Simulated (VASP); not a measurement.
A run of VASP 6.6.1 is set up as follows.

The input INCAR:

```
PREC = Accurate
ENCUT = 520
EDIFF = 1E-7
ISMEAR = -1
SIGMA = 0.1
LREAL = F
LASPH = T
NELM = 100
ALGO = Normal
ISIF = 2
LWAVE = F
LCHARG = T
GGA = PE
LELF = T
LVHAR = T
NBANDS = 20
```

KPOINTS

```
regular mesh
0
Gamma
  8 8 5
```

File POSCAR:

```
Tl
1.0
    3.5902820628      0.0000000000      0.0000000000
   -1.7951410314      3.1092754731      0.0000000000
    0.0000000000      0.0000000000      5.6419406004
Tl
2
Direct
    0.3333333333      0.6666666667      0.2500000000
    0.6666666667      0.3333333333      0.7500000000
```

Potentials or basis: VASP PAW PBE potentials, release 64 (Tl_d).

Launch:

```sh
$ cat potpaw_PBE.64/Tl_d/POTCAR > POTCAR
$ mpirun -np 1 vasp_std > vasp.out
```

Q: Predict the pressure.

A: 0.1 GPa.

Q: Predict the band gap on the k mesh.

A: Zero (bands 13 and 14 overlap by 3.42 eV).

Stress tensor (GPa, compression positive):
```
-0.30  0.00  0.00
 0.00 -0.30  0.00
 0.00  0.00  0.95
```

Caveat: spin-orbit coupling is left out, which moves the levels of the heavy elements.
